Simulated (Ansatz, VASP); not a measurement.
**Two plane-wave programs on Sb**

```
Sb
1.0
     2.95754   -0.78432   -0.00751
    -2.17526    3.74074    0.00659
     0.01521    0.00004    6.13370
Sb
2
Cartesian
  -0.6916 3.3483 1.5362
  1.4891 -0.3918 4.5966
```

Change from the starting cell: all atoms moved at random, sigma 0.1 Å a component, cell strained at random, sigma 0.1; relaxed back.

Alike in both runs: functional PBEsol; k mesh 12 × 12 × 6; occupations gaussian, width 0.15 eV; no spin polarisation.

Ansatz relaxed the structure, and its values are those at the end. VASP's run is a single point on that final structure, the one shown.

|  | VASP | Ansatz |
| --- | --- | --- |
| version | VASP 6.6.1 | Ansatz 0.2.0 |
| potentials or method | VASP PAW PBE potentials, release 64 (Sb), cutoff 520 eV | scalar-relativistic, plane waves, PAW |
| valence electrons in the cell | 10 | 30 |

|  | VASP | Ansatz | Ansatz less VASP |
| --- | --- | --- | --- |
| gap on the k mesh at the Fermi level (eV) | none | none | - |
| pressure (GPa) | 0.1 | 0.0 | -0.12 |

VASP's potentials were made for PBE, not for PBEsol. A gap of «none» marks a metal or a gap that the smearing closes. VASP's potentials hold 10 valence electrons a cell and Ansatz's 30, so a difference there can come from the potentials and not from the codes.

Neither program's run includes spin-orbit coupling.
